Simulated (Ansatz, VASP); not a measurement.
## CdSe: VASP beside Ansatz

```xyz
2
Lattice="0.0000 3.0678 3.0678 3.0678 0.0000 3.0678 3.0678 3.0678 0.0000" Properties=species:S:1:pos:R:3 pbc="T T T"
Cd    0.0000    0.0000    0.0000
Se    1.5339    1.5339    1.5339
```

Alike in both runs: task single point; functional r2SCAN; k mesh 6 × 6 × 6; occupations methfessel-paxton of order 1, width 0.2 eV; no spin polarisation.

|  | VASP | Ansatz |
| --- | --- | --- |
| version | VASP 6.6.1 | Ansatz 0.2.0 |
| potentials or method | VASP PAW PBE potentials, release 64 (Cd, Se) | plane waves |
| plane-wave cutoff (eV) | 520 | 500 |
| valence electrons in the cell | 18 | 36 |

Ansatz gave:

| Quantity | Value |
| --- | --- |
| pressure (GPa) | 0.0 |

**Question.** Estimate VASP's values.

**Answer.** Pressure (GPa): 0.2.

VASP's potentials were made for PBE, not for r2SCAN. VASP's potentials hold 18 valence electrons a cell and Ansatz's 36, so a difference there can come from the potentials and not from the codes.
